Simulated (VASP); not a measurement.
# MgSi (P4mm) in VASP: single point with LDA

Aim: the single point of MgSi with LDA.

All numbers are computed with VASP 6.6.1; they aren't measurements. Logs are shortened: lines on timing, memory, paths and dates and some standing lists are left out, and cuts for length are marked.

## (1) The cell of the first run

Symmetry: P4mm, No. 99, tetragonal system. The conventional cell has a = 2.908 Å, b = 2.908 Å, c = 4.103 Å, α = 90.00°, β = 90.00°, γ = 90.00°. Within 3.8 Å of Mg (site symmetry 4mm) lie 8 Si at 2.85 to 2.96 Å and 4 Mg at 2.91 Å. Si (site symmetry 4mm) has 8 Mg at 2.85 to 2.96 Å and 4 Si at 2.91 Å within 3.8 Å.

## (2) Single point, LDA

Input file INCAR:

```
ALGO = Normal
EDIFF = 1E-6
ENCUT = 520
ISIF = 2
ISMEAR = 0
LASPH = T
LCHARG = F
LREAL = F
LWAVE = F
NBANDS = 10
NELM = 80
PREC = Accurate
SIGMA = 0.15
```

Input file KPOINTS:

```
k-points
0
Gamma
  16 16 12
```

Input file POSCAR:

```
MgSi
1.0
    2.9083940000      0.0000000000      0.0000000000
    0.0000000000      2.9083940000      0.0000000000
    0.0000000000      0.0000000000      4.1034270000
Mg Si
1 1
Direct
    0.0000000000      0.0000000000     -0.0182774057
    0.5000000000      0.5000000000      0.5000000000
```

Potentials or basis: VASP PAW LDA potentials, release 64 (Mg, Si).

The run is started by

```bash
$ cat potpaw_LDA.64/Mg/POTCAR potpaw_LDA.64/Si/POTCAR > POTCAR
$ mpirun -np 1 vasp_std > vasp.out
```

OUTCAR:

```text
EDIFF = 1E-6
   ENCUT = 520
   ISIF = 2
   ISMEAR = 0
   LASPH = T
   LREAL = F
   NELM = 80
   PREC = Accurate

 ion  position               nearest neighbor table
   1  0.000  0.000  0.982-   2 2.85   2 2.85   2 2.85   2 2.85   2 2.96   2 2.96   2 2.96   2 2.96

   2  0.500  0.500  0.500-   1 2.85   1 2.85   1 2.85   1 2.85   1 2.96   1 2.96   1 2.96   1 2.96

  LATTYP: Found a simple tetragonal cell.
 ALAT       =     2.9083940000
 C/A-ratio  =     1.4108910278

  Lattice vectors:

 A1 = (   2.9083940000,   0.0000000000,   0.0000000000)
 A2 = (   0.0000000000,   2.9083940000,   0.0000000000)
 A3 = (   0.0000000000,   0.0000000000,   4.1034270000)

Analysis of symmetry for initial positions (statically):
=====================================================================
 Subroutine PRICEL returns:
 Original cell was already a primitive cell.

 Routine SETGRP: Setting up the symmetry group for a
 simple tetragonal supercell.

 Subroutine GETGRP returns: Found  8 space group operations
 (whereof  8 operations were pure point group operations)
 out of a pool of 16 trial point group operations.

The static configuration has the point symmetry C_4v.

Analysis of symmetry for dynamics (positions and initial velocities):
=====================================================================
 Subroutine PRICEL returns:
 Original cell was already a primitive cell.

 Routine SETGRP: Setting up the symmetry group for a
 simple tetragonal supercell.

 Subroutine GETGRP returns: Found  8 space group operations
 (whereof  8 operations were pure point group operations)
 out of a pool of 16 trial point group operations.

The dynamic configuration has the point symmetry C_4v.

 Subroutine INISYM returns: Found  8 space group operations
 (whereof  8 operations are pure point group operations),
 and found     1 'primitive' translations

----------------------------------------------------------------------------------------

                                     Primitive cell

  volume of cell :      34.7099

  direct lattice vectors                    reciprocal lattice vectors
     2.908394000  0.000000000  0.000000000     0.343832369  0.000000000  0.000000000
     0.000000000  2.908394000  0.000000000     0.000000000  0.343832369  0.000000000
     0.000000000  0.000000000  4.103427000     0.000000000  0.000000000  0.243698743

  length of vectors
     2.908394000  2.908394000  4.103427000     0.343832369  0.343832369  0.243698743

  position of ions in fractional coordinates (direct lattice)
     0.000000000  0.000000000  0.981722594
     0.500000000  0.500000000  0.500000000

  ion indices of the primitive-cell ions
   primitive index   ion index
                 1           1
                 2           2

----------------------------------------------------------------------------------------

 KPOINTS: k-points

Automatic generation of k-mesh.
 Grid dimensions read from file:
 generate k-points for:   16   16   12

 Generating k-lattice:

  Cartesian coordinates                     Fractional coordinates (reciprocal lattice)
     0.021489523  0.000000000  0.000000000     0.062500000  0.000000000  0.000000000
     0.000000000  0.021489523  0.000000000     0.000000000  0.062500000  0.000000000
     0.000000000  0.000000000  0.020308229     0.000000000  0.000000000  0.083333333

  Length of vectors
     0.021489523  0.021489523  0.020308229

  Shift w.r.t. Gamma in fractional coordinates (k-lattice)
     0.000000000  0.000000000  0.000000000

 Subroutine IBZKPT returns following result:
 ===========================================

 Found    315 irreducible k-points:

 Following reciprocal coordinates:
            Coordinates               Weight
  0.000000  0.000000  0.000000      1.000000
  0.062500  0.000000  0.000000      4.000000
  0.125000  0.000000  0.000000      4.000000
  0.187500  0.000000  0.000000      4.000000
  0.250000  0.000000  0.000000      4.000000
  0.312500  0.000000  0.000000      4.000000
[... 16 lines left out ...]
  0.437500  0.125000  0.000000      8.000000
  0.500000  0.125000  0.000000      4.000000
 [... further k-points ...]
   k-points           NKPTS =    315   k-points in BZ     NKDIM =    315   number of bands    NBANDS=     10
   number of dos      NEDOS =    301   number of ions     NIONS =      2
   total plane-waves  NPLWV =  18432
   dimension x,y,z NGX =    24 NGY =   24 NGZ =   32
   dimension x,y,z NGXF=    48 NGYF=   48 NGZF=   64
   ions per type =               1   1
   NGX,Y,Z   is equivalent  to a cutoff of  13.72, 13.72, 12.96 a.u.
   NGXF,Y,Z  is equivalent  to a cutoff of  27.44, 27.44, 25.93 a.u.
 SYSTEM =  unknown system
   PREC   = accura    normal or accurate (medium, high low for compatibility)
   ISTART =      0    job   : 0-new  1-cont  2-samecut
   ICHARG =      2    charge: 1-file 2-atom 10-const
   ISPIN  =      1    spin polarized calculation?
   LNONCOLLINEAR =      F non collinear calculations
   LSORBIT =      F    spin-orbit coupling
   LASPH  =      T    aspherical Exc in radial PAW
   ENCUT  =  520.0 eV  38.22 Ry    6.18 a.u.   5.41  5.41  7.63*2*pi/ulx,y,z
   NELM   =     80;   NELMIN=  2; NELMDL= -5     # of ELM steps
   EDIFF  = 0.1E-05   stopping-criterion for ELM
   LREAL  =      F    real-space projection
[... 7 lines left out ...]
   TEBEG  =    0.0;   TEEND  =   0.0 temperature during run
   PSTRESS=    0.0 pullay stress
   NELECT =       6.0000    total number of electrons
   NUPDOWN=      -1.0000    fix difference up-down
   EMIN   =  10.00;   EMAX   =-10.00  energy-range for DOS
   EFERMI =   0.00;   METHOD = LEGACY
   ISMEAR =     0;   SIGMA  =   0.15  broadening in eV -4-tet -1-fermi 0-gaus
   EFERMI_NEDOS =   21; number of points for ismear=-14 and -15
   IALGO  =     38    algorithm
   IMIX   =      4    mixing-type and parameters
     AMIX     =   0.40;   BMIX     =  1.00
     AMIX_MAG =   1.60;   BMIX_MAG =  1.00
  volume/ion in A,a.u.               =      17.35       117.12
  Fermi-wavevector in a.u.,A,eV,Ry     =   0.911957  1.723348 11.315488  0.831665
  Thomas-Fermi vector in A             =   2.036296
   LORBIT       =      0    0 simple, 1 ext, 2 COOP (PROOUT), +10 PAW based schemes
   GGA     = CA    functional components
   LHFCALC =     F    Hartree Fock is set to
   AEXX    =    0.0000 exact exchange contribution
   IVDW    =     0    specifies the selected vdW correction
   LEPSILON=     F    determine dielectric tensor
   LRPA    =     F    only Hartree local field effects (RPA)
 non-spin polarized calculation
 Gauss-broadening in eV      SIGMA  =   0.15
  energy-cutoff  :      520.00
  volume of cell :       34.71
 maximum number of plane-waves:       952
 NGX is ok and might be reduce to    24
   NGX = 11   NGY = 11   NGZ = 15

 number of electron       6.0000000 magnetization

 Free energy of the ion-electron system (eV)
  ---------------------------------------------------
  ext. energy  EPLUGINS =         0.00000000
  ---------------------------------------------------
  free energy    TOTEN  =        -7.66506487 eV

  energy without entropy =       -7.65522822  energy(sigma->0) =       -7.66014655

 E-fermi :   6.0215     XC(G=0): -10.0633

 val. band max:        6.0209816943   @ k =   0.3750   0.0625   0.5000
 cond. band min:       6.0237967963   @ k =   0.4375   0.3125   0.2500
 fundamental gap:      0.0028151020
 Fermi energy:         6.0214837022

 k-point     1 :       0.0000    0.0000    0.0000
  band No.  band energies     occupation
      1      -5.1982      2.00000
      2       3.2289      2.00000
      3       5.0160      2.00000
      4      10.3223      0.00000
      5      10.3223      0.00000
      6      11.4784      0.00000
      7      14.2892      0.00000
      8      18.4731      0.00000
      9      18.4731      0.00000
     10      18.8775      0.00000

 k-point     2 :       0.0625    0.0000    0.0000
  band No.  band energies     occupation
      1      -5.1326      2.00000
      2       3.2869      2.00000
      3       5.0829      2.00000
      4       9.1870      0.00000
      5      10.3737      0.00000
      6      12.2263      0.00000
      7      14.8008      0.00000
      8      17.3638      0.00000
      9      18.2061      0.00000
     10      18.5356      0.00000

 k-point     3 :       0.1250    0.0000    0.0000
  band No.  band energies     occupation
      1      -4.9361      2.00000
      2       3.4600      2.00000
      3       5.2825      2.00000
      4       7.5642      0.00000
      5      10.5265      0.00000
      6      12.8427      0.00000
      7      15.7389      0.00000
      8      15.9450      0.00000
      9      17.3376      0.00000
     10      18.7225      0.00000

 k-point     4 :       0.1875    0.0000    0.0000
  band No.  band energies     occupation
      1      -4.6107      2.00000
      2       3.7458      2.00000
      3       5.5997      1.99993
      4       5.9684      1.38302
      5      10.7764      0.00000
      6      13.2960      0.00000
      7      14.1818      0.00000
      8      15.3657      0.00000
      9      18.4742      0.00000
     10      19.0306      0.00000
[... 222 lines left out ...]
 k-point    22 :       0.3750    0.1250    0.0000
  band No.  band energies     occupation
      1      -2.6730      2.00000
      2       1.9743      2.00000
      3       5.4072      2.00000
      4       7.5853      0.00000
      5       9.6006      0.00000
      6      10.4165      0.00000
      7      11.8341      0.00000
      8      14.6001      0.00000
      9      17.6912      0.00000
     10      17.7898      0.00000

 k-point    23 :       0.4375    0.1250    0.0000
  band No.  band energies     occupation
      1      -1.9885      2.00000
      2       0.9241      2.00000
      3       5.9233      1.64542
      4       8.3055      0.00000
      5       9.5231      0.00000
      6      10.0859      0.00000
      7      10.8221      0.00000
      8      13.7974      0.00000
      9      18.0999      0.00000
     10      18.3298      0.00000

 k-point    24 :       0.5000    0.1250    0.0000
  band No.  band energies     occupation
      1      -1.6047      2.00000
      2       0.4182      2.00000
      3       6.1671      0.16976
      4       8.7502      0.00000
      5       9.1514      0.00000
      6      10.2806      0.00000
      7      10.3073      0.00000
      8      13.4673      0.00000
      9      18.2811      0.00000
     10      18.5940      0.00000

 [... further k-points ...]

------------------------ aborting loop because EDIFF is reached ----------------------------------------

  FORCE on cell =-STRESS in cart. coord.  units (eV):
  Direction    XX          YY          ZZ          XY          YZ          ZX
  --------------------------------------------------------------------------------------
  -------------------------------------------------------------------------------------
  Total       -0.5561982     -0.5561982     -1.1333127      0.0000000      0.0000000      0.0000000
  in kB      -25.6736109    -25.6736109    -52.3127009      0.0000000      0.0000000      0.0000000
  external PRESSURE =     -34.5533076 kB  Pullay stress =       0.0000000 kB

 VOLUME and BASIS-vectors are now :
 -----------------------------------------------------------------------------
  energy-cutoff  :      520.00
  volume of cell :       34.71
      direct lattice vectors                 reciprocal lattice vectors
     2.908394000  0.000000000  0.000000000     0.343832369  0.000000000  0.000000000
     0.000000000  2.908394000  0.000000000     0.000000000  0.343832369  0.000000000
     0.000000000  0.000000000  4.103427000     0.000000000  0.000000000  0.243698743

 POSITION                                       TOTAL-FORCE (eV/Angst)
 -----------------------------------------------------------------------------------
      0.00000      0.00000      4.02843         0.000000      0.000000      0.255613
      1.45420      1.45420      2.05171         0.000000     -0.000000     -0.255613
 -----------------------------------------------------------------------------------
    total drift:                               -0.000000     -0.000000     -0.000049

  FREE ENERGIE OF THE ION-ELECTRON SYSTEM (eV)
  ---------------------------------------------------
  free  energy   TOTEN  =        -7.6650648736 eV

  energy  without entropy=       -7.6552282232  energy(sigma->0) =       -7.66014655
```

Run time: 29 s. Hardware: 1 thread of Intel Xeon Platinum 8559C (Emerald Rapids), shared host; peak memory 0.23 GiB.

What came out:

* Free energy: -7.6651 eV
* Pressure: -3.5 GPa
* Largest force: 0.256 eV/Å
* Band gap on the k mesh: zero (bands 3 and 4 overlap by 6.38 eV)

Forces in eV/Å, atoms in the order of the input:
```
Mg   0.000  0.000  0.256
Si   0.000  0.000 -0.256
```

Caveat: the cell differs from its parent crystal (all Mg atoms moved +0.075 Å, as atom 1 towards its neighbour atom 1 (Mg) at 4.103 Å); the cell stands under tension.
